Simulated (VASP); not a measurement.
CdSe, 2 atoms in the cell. The structure is cubic, space group F-43m (No. 216). The conventional cell has a = 6.015 Å, b = 6.015 Å, c = 6.015 Å, α = 90.00°, β = 90.00°, γ = 90.00°. Cd (site symmetry -43m) has 4 Se at 2.60 Å within 3.4 Å. Se (site symmetry -43m) has 4 Cd at 2.60 Å within 3.4 Å. 

| Quantity | Value |
| --- | --- |
| Program | VASP 6.6.1 |
| Task | single point |
| Functional | PBEsol |
| Potentials or basis | VASP PAW PBE potentials, release 64 (Cd, Se) |
| Cutoff | 520 eV |
| k mesh | 8 × 8 × 8 |
| Occupations | fermi-dirac, width 0.05 eV |
| Spin | no spin polarisation |
| Dipole correction | no |
| Further INCAR settings | ALGO = Normal; EDIFF = 1e-06; NBANDS = 16 |

Potentials or basis: VASP PAW PBE potentials, release 64 (Cd, Se).

Run with:

```console
$ cat potpaw_PBE.64/Cd/POTCAR potpaw_PBE.64/Se/POTCAR > POTCAR
$ mpirun -np 1 vasp_std > vasp.out
```

Hardware: 1 thread of Intel(R) Xeon(R) 6975P-C (Granite Rapids) (shared host).

Problem. How long does it take, and how much memory?

Solution. Wall time 7.3 s on 1 thread of Intel(R) Xeon(R) 6975P-C (Granite Rapids), on a shared host, peak memory 0.18 GiB. Counts: scf iterations 12, k points 29.
